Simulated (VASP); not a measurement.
Runs of VASP 6.6.1 on Hf4C. The structure is that of space group Pm-3m (No. 221), or close to it. The cells are those of the table. 

```csv
cell,gap on the mesh (eV),pressure (GPa)
"a = 4.565 Å, angles 89.8°, 5 atoms",none,-0.5
"a = 4.566 Å, 5 atoms",none,(a)
"a = 4.564 Å, 5 atoms",none,-0.4
"a = 5.089 Å, 5 atoms",none,0.2
```

Alike in all rows: task single point; level PBE; potentials or basis VASP PAW PBE potentials, release 64 (Hf_pv, C); no spin polarisation; k mesh 4 × 4 × 4; cutoff (eV) 600; smearing gaussian 0.2 eV.

Fill in the values left out.

(a) -0.6.

Caveats: spin-orbit coupling is left out, which moves the levels of the heavy elements.

A k mesh can miss the band edges, and the runs leave out spin-orbit coupling on Hf.

A gap of «none» marks levels without a gap at the run's occupations.
